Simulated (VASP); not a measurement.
# Hf (R-3m) in VASP: further runs, part 2 of 3

VASP 6.6.1.

## Step 3: Electric field gradients, PBEsol (equal xy, yz and zx shear strains of -1 %)

Contents of INCAR:

```
SYSTEM = Hf
  PREC = Accurate
  ENCUT = 520
  EDIFF = 1E-8
  ISMEAR = -1
  SIGMA = 0.08
  LREAL = .False.
  LASPH = .True.
  NELM = 60
  ALGO = Normal
  ISIF = 2
  LWAVE = .False.
  LCHARG = .False.
  GGA = PS
  LEFG = .True.
  NBANDS = 11
```

Contents of KPOINTS:

```
regular mesh
0
Gamma
  16 16 16
  0 0 0
```

Contents of POSCAR:

```
Hf
1.0
   -1.8230500000      1.8050000000      1.8050000000
    1.8050000000     -1.8230500000      1.8050000000
    1.8050000000      1.8050000000     -1.8230500000
Hf
1
Direct
    0.0000000000      0.0000000000      0.0000000000
```

Potentials or basis: VASP PAW PBE potentials, release 64 (Hf_pv).

The run is started by

```bash
cat potpaw_PBE.64/Hf_pv/POTCAR > POTCAR
mpirun -np 1 vasp_std > vasp.out
```

OUTCAR:

```text
SYSTEM = Hf
   PREC = Accurate
   ENCUT = 520
   EDIFF = 1E-8
   ISMEAR = -1
   LREAL = .False.
   LASPH = .True.
   NELM = 60
   ISIF = 2
   GGA = PS

 ion  position               nearest neighbor table
   1  0.000  0.000  0.000-

  LATTYP: Found a trigonal (rhomboedric) cell.
 ALAT       =     3.1368075017
 COS(alpha) =    -0.3377371610

  Lattice vectors:

 A1 = (  -1.8230500000,   1.8050000000,   1.8050000000)
 A2 = (   1.8050000000,  -1.8230500000,   1.8050000000)
 A3 = (   1.8050000000,   1.8050000000,  -1.8230500000)

Analysis of symmetry for initial positions (statically):
=====================================================================
 Subroutine PRICEL returns:
 Original cell was already a primitive cell.

 Routine SETGRP: Setting up the symmetry group for a
 trigonal (rhombohedral) supercell.

 Subroutine GETGRP returns: Found 12 space group operations
 (whereof 12 operations were pure point group operations)
 out of a pool of 12 trial point group operations.

The static configuration has the point symmetry D_3d.

Analysis of symmetry for dynamics (positions and initial velocities):
=====================================================================
 Subroutine PRICEL returns:
 Original cell was already a primitive cell.

 Routine SETGRP: Setting up the symmetry group for a
 trigonal (rhombohedral) supercell.

 Subroutine GETGRP returns: Found 12 space group operations
 (whereof 12 operations were pure point group operations)
 out of a pool of 12 trial point group operations.

The dynamic configuration has the point symmetry D_3d.

[... 151 lines left out ...]
  band No.  band energies     occupation
      1     -25.8972      2.00000
      2     -25.8972      2.00000
      3     -25.8760      2.00000
      4      -2.7901      2.00000
      5       5.4173      0.00000
      6       5.6201      0.00000
      7       5.6201      0.00000
      8       8.2113      0.00000
      9       8.2113      0.00000
     10      17.0180      0.00000
     11      17.1437      0.00000
[... 309 lines left out ...]
 k-point    24 :      -0.0625    0.0625    0.0000
  band No.  band energies     occupation
      1     -25.9247      2.00000
      2     -25.9037      2.00000
      3     -25.8783      2.00000
      4      -2.6549      2.00000
      5       5.3443      0.00000
      6       5.5562      0.00000
      7       5.7517      0.00000
      8       8.0721      0.00000
      9       8.2138      0.00000
     10      17.1433      0.00000
     11      17.3380      0.00000

 [... further k-points ...]
[... 5 lines left out ...]
  --------------------------------------------------------------------------------------
  -------------------------------------------------------------------------------------
  Total       -1.3510019     -1.3510019     -1.3510019      0.0636967      0.0636967      0.0636967
  in kB      -92.0253785    -92.0253785    -92.0253785      4.3387928      4.3387928      4.3387928
  external PRESSURE =     -92.0253785 kB  Pullay stress =       0.0000000 kB

 VOLUME and BASIS-vectors are now :
 -----------------------------------------------------------------------------
  energy-cutoff  :      520.00
  volume of cell :       23.52
      direct lattice vectors                 reciprocal lattice vectors
    -1.823050000  1.805000000  1.805000000     0.002784143  0.278414302  0.278414302
     1.805000000 -1.823050000  1.805000000     0.278414302  0.002784143  0.278414302
     1.805000000  1.805000000 -1.823050000     0.278414302  0.278414302  0.002784143

 POSITION                                       TOTAL-FORCE (eV/Angst)
 -----------------------------------------------------------------------------------
      0.00000      0.00000      0.00000        -0.000000      0.000000     -0.000000
 -----------------------------------------------------------------------------------
    total drift:                                0.000000      0.000000      0.000000

  FREE ENERGIE OF THE ION-ELECTRON SYSTEM (eV)
  ---------------------------------------------------
  free  energy   TOTEN  =       -10.2822088491 eV

  energy  without entropy=      -10.2382615032  energy(sigma->0) =      -10.26023518

 Electric field gradients (V/A^2)
---------------------------------------------------------------------
 ion       V_xx      V_yy      V_zz      V_xy      V_xz      V_yz
---------------------------------------------------------------------
   1      -0.000    -0.000     0.000    11.437    11.437    11.437
---------------------------------------------------------------------

 Electric field gradients after diagonalization (V/A^2)
 (convention: |V_zz| > |V_xx| > |V_yy|)
----------------------------------------------------------------------
 ion       V_xx      V_yy      V_zz     asymmetry (V_yy - V_xx)/ V_zz
----------------------------------------------------------------------
   1     -11.437   -11.437    22.874       0.000
----------------------------------------------------------------------

           NMR quadrupolar parameters

 Cq : quadrupolar parameter    Cq=e*Q*V_zz/h
 eta: asymmetry parameters     (V_yy - V_xx)/ V_zz
 Q  : nuclear electric quadrupole moment in mb (millibarn)
----------------------------------------------------------------------
 ion       Cq(MHz)       eta       Q (mb)
----------------------------------------------------------------------
   1       0.055       0.000       1.000
----------------------------------------------------------------------
```

OSZICAR:

```text
N       E                     dE             d eps       ncg     rms          rms(c)
DAV:   1     0.120547584409E+02    0.12055E+02   -0.57018E+03  9233   0.833E+02
DAV:   2    -0.102474797103E+02   -0.22302E+02   -0.21597E+02 11791   0.153E+02
DAV:   3    -0.106966247485E+02   -0.44915E+00   -0.44416E+00 11448   0.148E+01
DAV:   4    -0.106985406671E+02   -0.19159E-02   -0.19153E-02 10458   0.118E+00
DAV:   5    -0.106985527016E+02   -0.12034E-04   -0.12034E-04 11617   0.815E-02    0.443E+01
DAV:   6    -0.103841503482E+02    0.31440E+00   -0.26778E-01 10290   0.366E+00    0.253E+01
DAV:   7    -0.102864004935E+02    0.97750E-01   -0.34068E-01 10497   0.400E+00    0.110E+00
DAV:   8    -0.102822045895E+02    0.41959E-02   -0.23357E-02 10179   0.108E+00    0.101E-01
DAV:   9    -0.102822057940E+02   -0.12044E-05   -0.30463E-04 11948   0.155E-01    0.505E-02
DAV:  10    -0.102822089994E+02   -0.32054E-05   -0.16688E-05 11039   0.304E-02    0.272E-02
DAV:  11    -0.102822089179E+02    0.81495E-07   -0.24856E-06 10989   0.116E-02    0.190E-03
DAV:  12    -0.102822088789E+02    0.38963E-07   -0.52855E-08 10670   0.201E-03    0.198E-03
DAV:  13    -0.102822088517E+02    0.27177E-07   -0.23123E-09  6434   0.409E-04    0.370E-04
DAV:  14    -0.102822088491E+02    0.26546E-08   -0.25989E-10  5847   0.152E-04
   1 F= -.10282209E+02 E0= -.10260235E+02  d E =-.439473E-01
```

It took 51 s on 1 thread of Intel Xeon Platinum 8375C at 2.90GHz (Ice Lake), shared host; peak memory 0.23 GiB.

What came out:

```yaml
Free_energy: -10.2822 eV
Pressure: -9.2 GPa
Band_gap_on_the_k_mesh: zero (bands 5 and 6 overlap by 2.13 eV)
Largest_electric_field_gradient_by_atom: Hf +22.9 V/Å²
```

Stress tensor (GPa, compression positive):
```
-9.20  0.43  0.43
 0.43 -9.20  0.43
 0.43  0.43 -9.20
```

Electric field gradients, principal values (V/Å²):
```csv
atom,least,middle,greatest (by size)
1 Hf,-11.437,-11.437,22.874
```

Caveat: the cell differs from its parent crystal (equal xy, yz and zx shear strains of -1 %); the cell stands under tension; without QUAD_EFG the Cq values of the log hold for a quadrupole moment of 1 mb, not for the nuclei; the PAW data sets were made with another functional, which shifts forces and pressure a little; spin-orbit coupling is left out, which moves the levels of the heavy elements.

## Step 4: Electric field gradients, PBEsol (equal xy, yz and zx shear strains of -1 %)

Contents of INCAR:

```
ALGO = Normal ; EDIFF = 1E-8
ENCUT = 520 ; GGA = PS
ISIF = 2 ; ISMEAR = -1
LASPH = T ; LCHARG = F
LEFG = T ; LREAL = F
LWAVE = F ; NBANDS = 11
NELM = 80 ; PREC = Accurate
SIGMA = 0.08
```

Contents of KPOINTS:

```
k-points
0
Gamma
  16 16 16
```

POSCAR is that of step 3.

Potentials or basis: VASP PAW PBE potentials, release 64 (Hf_pv).

The run is started by

```bash
cat potpaw_PBE.64/Hf_pv/POTCAR > POTCAR
mpirun -np 1 vasp_std > vasp.out
```

OUTCAR:

```text
EDIFF = 1E-8
   ENCUT = 520
   GGA = PS
   ISIF = 2
   ISMEAR = -1
   LASPH = T
   LREAL = F
   NELM = 80
   PREC = Accurate

 ion  position               nearest neighbor table
   1  0.000  0.000  0.000-

  LATTYP: Found a trigonal (rhomboedric) cell.
 ALAT       =     3.1368075017
 COS(alpha) =    -0.3377371610

  Lattice vectors:

 A1 = (  -1.8230500000,   1.8050000000,   1.8050000000)
 A2 = (   1.8050000000,  -1.8230500000,   1.8050000000)
 A3 = (   1.8050000000,   1.8050000000,  -1.8230500000)

Analysis of symmetry for initial positions (statically):
=====================================================================
 Subroutine PRICEL returns:
 Original cell was already a primitive cell.

 Routine SETGRP: Setting up the symmetry group for a
 trigonal (rhombohedral) supercell.

 Subroutine GETGRP returns: Found 12 space group operations
 (whereof 12 operations were pure point group operations)
 out of a pool of 12 trial point group operations.

The static configuration has the point symmetry D_3d.

Analysis of symmetry for dynamics (positions and initial velocities):
=====================================================================
 Subroutine PRICEL returns:
 Original cell was already a primitive cell.

 Routine SETGRP: Setting up the symmetry group for a
 trigonal (rhombohedral) supercell.

 Subroutine GETGRP returns: Found 12 space group operations
 (whereof 12 operations were pure point group operations)
 out of a pool of 12 trial point group operations.

The dynamic configuration has the point symmetry D_3d.

 Subroutine INISYM returns: Found 12 space group operations
 (whereof 12 operations are pure point group operations),
 and found     1 'primitive' translations

----------------------------------------------------------------------------------------

                                     Primitive cell

  volume of cell :      23.5212

  direct lattice vectors                    reciprocal lattice vectors
    -1.823050000  1.805000000  1.805000000     0.002784143  0.278414302  0.278414302
     1.805000000 -1.823050000  1.805000000     0.278414302  0.002784143  0.278414302
     1.805000000  1.805000000 -1.823050000     0.278414302  0.278414302  0.002784143

  length of vectors
     3.136807502  3.136807502  3.136807502     0.393747126  0.393747126  0.393747126

  position of ions in fractional coordinates (direct lattice)
     0.000000000  0.000000000  0.000000000

  ion indices of the primitive-cell ions
   primitive index   ion index
                 1           1

----------------------------------------------------------------------------------------

 KPOINTS: k-points

Automatic generation of k-mesh.
 Grid dimensions read from file:
 generate k-points for:   16   16   16

 Generating k-lattice:

[... 64 lines left out ...]
   NSW    =      0    number of steps for IOM
   IBRION =     -1    ionic relax: 0-MD 1-quasi-New 2-CG
   NFREE  =      0    steps in history (QN), initial steepest desc. (CG)
   ISIF   =      2    stress and relaxation
   ISYM   =      2    0-nonsym 1-usesym 2-fastsym
   POTIM  = 0.5000    time-step for ionic-motion
   TEBEG  =    0.0;   TEEND  =   0.0 temperature during run
   PSTRESS=    0.0 pullay stress
   NELECT =      10.0000    total number of electrons
   NUPDOWN=      -1.0000    fix difference up-down
   EMIN   =  10.00;   EMAX   =-10.00  energy-range for DOS
   EFERMI =   0.00;   METHOD = LEGACY
   ISMEAR =    -1;   SIGMA  =   0.08  broadening in eV -4-tet -1-fermi 0-gaus
   EFERMI_NEDOS =   21; number of points for ismear=-14 and -15
   IALGO  =     38    algorithm
   IMIX   =      4    mixing-type and parameters
     AMIX     =   0.40;   BMIX     =  1.00
     AMIX_MAG =   1.60;   BMIX_MAG =  1.00
  volume/ion in A,a.u.               =      23.52       158.73
  Fermi-wavevector in a.u.,A,eV,Ry     =   1.230992  2.326237 20.617466  1.515341
  Thomas-Fermi vector in A             =   2.365819
   LORBIT       =      0    0 simple, 1 ext, 2 COOP (PROOUT), +10 PAW based schemes
   GGA     = PS    functional components
   LHFCALC =     F    Hartree Fock is set to
   AEXX    =    0.0000 exact exchange contribution
   IVDW    =     0    specifies the selected vdW correction
   LEPSILON=     F    determine dielectric tensor
   LRPA    =     F    only Hartree local field effects (RPA)
 non-spin polarized calculation
  energy-cutoff  :      520.00
  volume of cell :       23.52
 maximum number of plane-waves:       658
   NGX = 11   NGY = 11   NGZ = 11

 number of electron      10.0000001 magnetization

 Free energy of the ion-electron system (eV)
  ---------------------------------------------------
  ext. energy  EPLUGINS =         0.00000000
  ---------------------------------------------------
  free energy    TOTEN  =       -10.28220885 eV

  energy without entropy =      -10.23826150  energy(sigma->0) =      -10.26023518

 E-fermi :   4.0889     XC(G=0): -11.1645

 val. band max:        4.0856450690   @ k =   0.5000   0.3125   0.0625
 cond. band min:       4.0936375718   @ k =  -0.4375   0.4375   0.1250
 fundamental gap:      0.0079925028
 Fermi energy:         4.0889154994

 k-point     1 :       0.0000    0.0000    0.0000
  band No.  band energies     occupation
      1     -25.8972      2.00000
      2     -25.8972      2.00000
      3     -25.8760      2.00000
      4      -2.7901      2.00000
      5       5.4173      0.00000
      6       5.6201      0.00000
      7       5.6201      0.00000
      8       8.2113      0.00000
      9       8.2113      0.00000
     10      17.0180      0.00000
     11      17.1437      0.00000
[... 309 lines left out ...]
 k-point    24 :      -0.0625    0.0625    0.0000
  band No.  band energies     occupation
      1     -25.9247      2.00000
      2     -25.9037      2.00000
      3     -25.8783      2.00000
      4      -2.6549      2.00000
      5       5.3443      0.00000
      6       5.5562      0.00000
      7       5.7517      0.00000
      8       8.0721      0.00000
      9       8.2138      0.00000
     10      17.1433      0.00000
     11      17.3380      0.00000

 [... further k-points ...]
[... 5 lines left out ...]
  --------------------------------------------------------------------------------------
  -------------------------------------------------------------------------------------
  Total       -1.3510019     -1.3510019     -1.3510019      0.0636967      0.0636967      0.0636967
  in kB      -92.0253785    -92.0253785    -92.0253785      4.3387928      4.3387928      4.3387928
  external PRESSURE =     -92.0253785 kB  Pullay stress =       0.0000000 kB

 VOLUME and BASIS-vectors are now :
 -----------------------------------------------------------------------------
  energy-cutoff  :      520.00
  volume of cell :       23.52
      direct lattice vectors                 reciprocal lattice vectors
    -1.823050000  1.805000000  1.805000000     0.002784143  0.278414302  0.278414302
     1.805000000 -1.823050000  1.805000000     0.278414302  0.002784143  0.278414302
     1.805000000  1.805000000 -1.823050000     0.278414302  0.278414302  0.002784143

 POSITION                                       TOTAL-FORCE (eV/Angst)
 -----------------------------------------------------------------------------------
      0.00000      0.00000      0.00000        -0.000000      0.000000     -0.000000
 -----------------------------------------------------------------------------------
    total drift:                                0.000000      0.000000      0.000000

  FREE ENERGIE OF THE ION-ELECTRON SYSTEM (eV)
  ---------------------------------------------------
  free  energy   TOTEN  =       -10.2822088491 eV

  energy  without entropy=      -10.2382615032  energy(sigma->0) =      -10.26023518

 Electric field gradients (V/A^2)
---------------------------------------------------------------------
 ion       V_xx      V_yy      V_zz      V_xy      V_xz      V_yz
---------------------------------------------------------------------
   1      -0.000    -0.000     0.000    11.437    11.437    11.437
---------------------------------------------------------------------

 Electric field gradients after diagonalization (V/A^2)
 (convention: |V_zz| > |V_xx| > |V_yy|)
----------------------------------------------------------------------
 ion       V_xx      V_yy      V_zz     asymmetry (V_yy - V_xx)/ V_zz
----------------------------------------------------------------------
   1     -11.437   -11.437    22.874       0.000
----------------------------------------------------------------------

           NMR quadrupolar parameters

 Cq : quadrupolar parameter    Cq=e*Q*V_zz/h
 eta: asymmetry parameters     (V_yy - V_xx)/ V_zz
 Q  : nuclear electric quadrupole moment in mb (millibarn)
----------------------------------------------------------------------
 ion       Cq(MHz)       eta       Q (mb)
----------------------------------------------------------------------
   1       0.055       0.000       1.000
----------------------------------------------------------------------
```

OSZICAR:

```text
N       E                     dE             d eps       ncg     rms          rms(c)
DAV:   1     0.120547584409E+02    0.12055E+02   -0.57018E+03  9233   0.833E+02
DAV:   2    -0.102474797103E+02   -0.22302E+02   -0.21597E+02 11791   0.153E+02
DAV:   3    -0.106966247485E+02   -0.44915E+00   -0.44416E+00 11448   0.148E+01
DAV:   4    -0.106985406671E+02   -0.19159E-02   -0.19153E-02 10458   0.118E+00
DAV:   5    -0.106985527016E+02   -0.12034E-04   -0.12034E-04 11617   0.815E-02    0.443E+01
DAV:   6    -0.103841503482E+02    0.31440E+00   -0.26778E-01 10290   0.366E+00    0.253E+01
DAV:   7    -0.102864004935E+02    0.97750E-01   -0.34068E-01 10497   0.400E+00    0.110E+00
DAV:   8    -0.102822045895E+02    0.41959E-02   -0.23357E-02 10179   0.108E+00    0.101E-01
DAV:   9    -0.102822057940E+02   -0.12044E-05   -0.30463E-04 11948   0.155E-01    0.505E-02
DAV:  10    -0.102822089994E+02   -0.32054E-05   -0.16688E-05 11039   0.304E-02    0.272E-02
DAV:  11    -0.102822089179E+02    0.81495E-07   -0.24856E-06 10989   0.116E-02    0.190E-03
DAV:  12    -0.102822088789E+02    0.38963E-07   -0.52855E-08 10670   0.201E-03    0.198E-03
DAV:  13    -0.102822088517E+02    0.27177E-07   -0.23123E-09  6434   0.409E-04    0.370E-04
DAV:  14    -0.102822088491E+02    0.26546E-08   -0.25989E-10  5847   0.152E-04
   1 F= -.10282209E+02 E0= -.10260235E+02  d E =-.439473E-01
```

It took 50 s on 1 thread of Intel Xeon Platinum 8375C at 2.90GHz (Ice Lake), shared host; peak memory 0.22 GiB.

What came out:

* Free energy: -10.2822 eV
* Pressure: -9.2 GPa
* Band gap on the k mesh: zero (bands 5 and 6 overlap by 2.13 eV)
* Largest electric field gradient by atom: Hf +22.9 V/Å²

Stress tensor (GPa, compression positive):
```
-9.20  0.43  0.43
 0.43 -9.20  0.43
 0.43  0.43 -9.20
```

Levels at points of the mesh, in eV from the Fermi level:
| k point | band 2 | band 3 | band 4 | band 5 | band 6 | band 7 | band 8 | band 9 |
| --- | --- | --- | --- | --- | --- | --- | --- | --- |
| (0.00, 0.00, 0.00) | -29.99 | -29.96 | -6.88 | 1.33 | 1.53 | 1.53 | 4.12 | 4.12 |
| (0.50, 0.00, 0.00) | -30.22 | -29.99 | -3.21 | -0.41 | 0.98 | 3.86 | 4.80 | 7.21 |
| (0.50, 0.50, 0.00) | -30.20 | -29.98 | -3.25 | -0.45 | 0.85 | 3.97 | 4.93 | 7.12 |
| (0.50, 0.50, 0.50) | -30.46 | -30.46 | -2.36 | -2.36 | 6.32 | 6.32 | 6.57 | 6.81 |

Electric field gradients, principal values (V/Å²):
| atom | least | middle | greatest (by size) |
| --- | --- | --- | --- |
| 1 Hf | -11.437 | -11.437 | 22.874 |

Caveat: the cell differs from its parent crystal (equal xy, yz and zx shear strains of -1 %); the cell stands under tension; without QUAD_EFG the Cq values of the log hold for a quadrupole moment of 1 mb, not for the nuclei; the PAW data sets were made with another functional, which shifts forces and pressure a little; spin-orbit coupling is left out, which moves the levels of the heavy elements.

(Part 2 of 3 ends here.)
